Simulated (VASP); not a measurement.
# TiH (I4mm) in VASP: notebook, part 2 of 2

VASP 6.6.1. The steps go on from the part before.

**3. Single point, LDA (atoms displaced along a vibrational mode, the cell strained)**

Contents of INCAR:

```
ALGO = Normal
EDIFF = 1E-7
ENCUT = 520
GGA = CA
ISIF = 2
ISMEAR = 0
LASPH = True
LCHARG = False
LREAL = False
LWAVE = False
NBANDS = 14
NELM = 80
PREC = Accurate
SIGMA = 0.15
```

Contents of KPOINTS:

```
k-points
0
Gamma
  18 18 18
```

Contents of POSCAR:

```
TiH
1.0
    0.0000000000      2.0516219871      2.0516219871
    1.9558112403      0.0000000000      2.0516219871
    1.9558112403      2.0516219871      0.0000000000
Ti H
1 1
Direct
   -0.0007636598      0.0007636598      0.0007636598
    0.5362639904      0.4637360096      0.4637360096
```

Potentials or basis: VASP PAW LDA potentials, release 64 (Ti_sv, H).

Started as:

```
cat potpaw_LDA.64/Ti_sv/POTCAR potpaw_LDA.64/H/POTCAR > POTCAR
mpirun -np 1 vasp_std > vasp.out
```

OUTCAR:

```text
EDIFF = 1E-7
   ENCUT = 520
   GGA = CA
   ISIF = 2
   ISMEAR = 0
   LASPH = True
   LREAL = False
   NELM = 80
   PREC = Accurate

 ion  position               nearest neighbor table
   1  0.999  0.001  0.001-   2 1.81
   2  0.536  0.464  0.464-   1 1.81

  LATTYP: Found a body centered tetragonal cell.
 ALAT       =     2.9014316390
 C/A-ratio  =     1.3481697890

  Lattice vectors:

 A1 = (  -1.9558112403,   0.0000000000,  -2.0516219871)
 A2 = (  -1.9558112403,   0.0000000000,   2.0516219871)
 A3 = (   1.9558112403,   2.0516219871,   0.0000000000)

Analysis of symmetry for initial positions (statically):
=====================================================================
 Subroutine PRICEL returns:
 Original cell was already a primitive cell.

 Routine SETGRP: Setting up the symmetry group for a
 body centered tetragonal supercell.

 Subroutine GETGRP returns: Found  8 space group operations
 (whereof  8 operations were pure point group operations)
 out of a pool of 16 trial point group operations.

The static configuration has the point symmetry C_4v.

Analysis of symmetry for dynamics (positions and initial velocities):
=====================================================================
 Subroutine PRICEL returns:
 Original cell was already a primitive cell.

 Routine SETGRP: Setting up the symmetry group for a
 body centered tetragonal supercell.

 Subroutine GETGRP returns: Found  8 space group operations
 (whereof  8 operations were pure point group operations)
 out of a pool of 16 trial point group operations.

The dynamic configuration has the point symmetry C_4v.

 Subroutine INISYM returns: Found  8 space group operations
 (whereof  8 operations are pure point group operations),
 and found     1 'primitive' translations

----------------------------------------------------------------------------------------

                                     Primitive cell

  volume of cell :      16.4646
[... 118 lines left out ...]
   LEPSILON=     F    determine dielectric tensor
   LRPA    =     F    only Hartree local field effects (RPA)
 non-spin polarized calculation
 Gauss-broadening in eV      SIGMA  =   0.15
  energy-cutoff  :      520.00
  volume of cell :       16.46
 maximum number of plane-waves:       457
 NGX is ok and might be reduce to    24
   NGX = 11   NGY = 11   NGZ = 11

 number of electron      13.0000003 magnetization

 Free energy of the ion-electron system (eV)
  ---------------------------------------------------
  ext. energy  EPLUGINS =         0.00000000
  ---------------------------------------------------
  free energy    TOTEN  =       -12.81593516 eV

  energy without entropy =      -12.79460426  energy(sigma->0) =      -12.80526971

 E-fermi :   9.7011     XC(G=0): -12.6987

 val. band max:        9.6985597693   @ k =   0.4444   0.1667   0.0556
 cond. band min:       9.7029980587   @ k =  -0.3889   0.1667   0.0556
 fundamental gap:      0.0044382894
 Fermi energy:         9.7010816373

 k-point     1 :       0.0000    0.0000    0.0000
  band No.  band energies     occupation
      1     -46.1596      2.00000
      2     -22.3706      2.00000
      3     -22.3310      2.00000
      4     -22.3310      2.00000
      5      -0.1148      2.00000
      6      10.2630      0.00000
      7      10.2630      0.00000
      8      10.7143      0.00000
      9      11.8644      0.00000
     10      12.1848      0.00000
     11      21.4257      0.00000
     12      24.9340      0.00000
     13      26.6321      0.00000
     14      26.6321      0.00000
[... 377 lines left out ...]
      1     -46.0742      2.00000
      2     -22.8002      2.00000
      3     -22.4185      2.00000
      4     -22.3827      2.00000
      5       1.6282      2.00000
      6       9.1010      2.00000
      7      10.2677      0.00000
      8      10.7785      0.00000
      9      11.8398      0.00000
     10      12.3680      0.00000
     11      17.9884      0.00000
     12      24.3730      0.00000
     13      27.6534      0.00000
     14      29.2429      0.00000

 [... further k-points ...]

------------------------ aborting loop because EDIFF is reached ----------------------------------------

  FORCE on cell =-STRESS in cart. coord.  units (eV):
  Direction    XX          YY          ZZ          XY          YZ          ZX
  --------------------------------------------------------------------------------------
  -------------------------------------------------------------------------------------
  Total        1.3674354      0.8030296      0.8030296     -0.0000000      0.0000000      0.0000000
  in kB      133.0655977     78.1430802     78.1430802     -0.0000000      0.0000000      0.0000000
  external PRESSURE =      96.4505860 kB  Pullay stress =       0.0000000 kB

 VOLUME and BASIS-vectors are now :
 -----------------------------------------------------------------------------
  energy-cutoff  :      520.00
  volume of cell :       16.46
      direct lattice vectors                 reciprocal lattice vectors
     0.000000000  2.051621987  2.051621987    -0.255648393  0.243709613  0.243709613
     1.955811240  0.000000000  2.051621987     0.255648393 -0.243709613  0.243709613
     1.955811240  2.051621987  0.000000000     0.255648393  0.243709613 -0.243709613

 POSITION                                       TOTAL-FORCE (eV/Angst)
 -----------------------------------------------------------------------------------
      0.00299      2.05162      2.05162        -0.991154      0.000000      0.000000
      1.81396      2.05162      2.05162         0.991154      0.000000      0.000000
 -----------------------------------------------------------------------------------
    total drift:                                0.000004     -0.000000     -0.000000

  FREE ENERGIE OF THE ION-ELECTRON SYSTEM (eV)
  ---------------------------------------------------
  free  energy   TOTEN  =       -12.8159351579 eV

  energy  without entropy=      -12.7946042602  energy(sigma->0) =      -12.80526971
```

OSZICAR:

```text
N       E                     dE             d eps       ncg     rms          rms(c)
DAV:   1     0.908216690513E+02    0.90822E+02   -0.64452E+03 13516   0.108E+03
DAV:   2    -0.100471136626E+02   -0.10087E+03   -0.97015E+02 14022   0.293E+02
DAV:   3    -0.141780595803E+02   -0.41309E+01   -0.40821E+01 16956   0.601E+01
DAV:   4    -0.142655931325E+02   -0.87534E-01   -0.87433E-01 15330   0.791E+00
DAV:   5    -0.142674777918E+02   -0.18847E-02   -0.18846E-02 15562   0.105E+00    0.120E+01
DAV:   6    -0.128609412787E+02    0.14065E+01   -0.17134E+00 15276   0.224E+01    0.311E+00
DAV:   7    -0.128136272014E+02    0.47314E-01   -0.16068E-01 16516   0.356E+00    0.148E+00
DAV:   8    -0.128152736045E+02   -0.16464E-02   -0.46517E-02 14088   0.267E+00    0.395E-01
DAV:   9    -0.128159465860E+02   -0.67298E-03   -0.48200E-03 16712   0.758E-01    0.142E-01
DAV:  10    -0.128159495808E+02   -0.29948E-05   -0.29005E-04 14178   0.240E-01    0.654E-02
DAV:  11    -0.128159359798E+02    0.13601E-04   -0.65452E-05 14310   0.890E-02    0.124E-02
DAV:  12    -0.128159351707E+02    0.80913E-06   -0.30137E-06 16548   0.189E-02    0.572E-03
DAV:  13    -0.128159351579E+02    0.12713E-07   -0.40712E-07 14376   0.896E-03
   1 F= -.12815935E+02 E0= -.12805270E+02  d E =-.213309E-01
```

stdout:

```text
POSCAR found type information on POSCAR TiH
 POSCAR found :  2 types and       2 ions
 scaLAPACK will be used
 LDA part: xc-table for (Slater(with rela. corr.)+CA(PZ))
 , standard interpolation
 POSCAR, INCAR and KPOINTS ok, starting setup
 FFT: planning ... GRIDC
 FFT: planning ... GRID_SOFT
 FFT: planning ... GRID
 WAVECAR not read
 entering main loop
```

Run time: 38 s. Hardware: 1 thread of Intel Xeon 6975P-C (Granite Rapids), shared host; peak memory 0.22 GiB.

Results:

* Free energy: -12.8159 eV
* Pressure: 9.6 GPa
* Largest force: 0.991 eV/Å
* Band gap on the k mesh: zero (an odd number of electrons rules out a gap without spin polarisation)

Forces in eV/Å, atoms in the order of the input:
```
Ti  -0.991  0.000  0.000
H    0.991  0.000  0.000
```

Caveat: the cell differs from its parent crystal (atoms displaced along a vibrational mode, the cell strained); the cell stands under pressure.

**4. Single point, LDA (atoms displaced along a vibrational mode, the cell strained)**

Contents of INCAR:

```
  ALGO = Normal
  EDIFF = 1E-6
  ENCUT = 520
  ISIF = 2
  ISMEAR = 0
  LASPH = True
  LCHARG = False
  LREAL = False
  LWAVE = False
  NBANDS = 14
  NELM = 100
  PREC = Accurate
  SIGMA = 0.15
```

KPOINTS is that of step 3.

Contents of POSCAR:

```
TiH
1.0
    0.0000000000      2.0516219871      2.0516219871
    1.9558112403      0.0000000000      2.0516219871
    1.9558112403      2.0516219871      0.0000000000
Ti H
1 1
Direct
   -0.0003818299      0.0003818299      0.0003818299
    0.5181319952      0.4818680048      0.4818680048
```

Started as:

```
cat potpaw_LDA.64/Ti_sv/POTCAR potpaw_LDA.64/H/POTCAR > POTCAR
mpirun -np 1 vasp_std > vasp.out
```

It took 30 s on 1 thread of Intel Xeon 6975P-C (Granite Rapids), shared host; peak memory 0.22 GiB.

The run converged. Its results:

```yaml
Free_energy: -12.8684 eV
Pressure: 8.6 GPa
Largest_force: 0.470 eV/Å
Band_gap_on_the_k_mesh: zero (an odd number of electrons rules out a gap without spin polarisation)
```

Forces in eV/Å, atoms in the order of the input:
```
Ti  -0.470  0.000  0.000
H    0.470  0.000  0.000
```

Levels at points of the mesh, in eV from the Fermi level:
```
           k point  band 4  band 5  band 6  band 7  band 8  band 9
(0.00, 0.00, 0.00)  -32.04   -9.83    0.57    0.57    1.01    2.16
(0.50, 0.00, 0.00)  -32.14   -4.99   -3.35    0.01    0.44    3.58
(0.50, 0.50, 0.00)  -32.28   -7.34   -2.12    1.83    3.54    3.97
(0.00, 0.50, 0.50)  -32.39   -7.32   -2.22    2.71    3.62    4.13
```

Caveat: the cell differs from its parent crystal (atoms displaced along a vibrational mode, the cell strained); the cell stands under pressure.

**5. The runs side by side**

| cell | gap on the mesh (eV) | pressure (GPa) | largest force (eV/Å) |
| --- | --- | --- | --- |
| as given, atomic positions A | none | 10.4 | 1.29 |
| as given, atomic positions B | none | 9.6 | 0.99 |
| as given, atomic positions C | none | 8.6 | 0.47 |

Alike in all rows: task single point; level LDA; potentials or basis VASP PAW LDA potentials, release 64 (Ti_sv, H); no spin polarisation; k mesh 18 × 18 × 18; cutoff (eV) 520; smearing gaussian 0.15 eV.

Caveats: the cell stands under pressure; forces of over 1 eV/Å act on the atoms, so gaps and moduli don't describe the material at rest (at least some runs).

Total energies depend on the potentials used, so only differences within one code and one set of settings carry meaning.
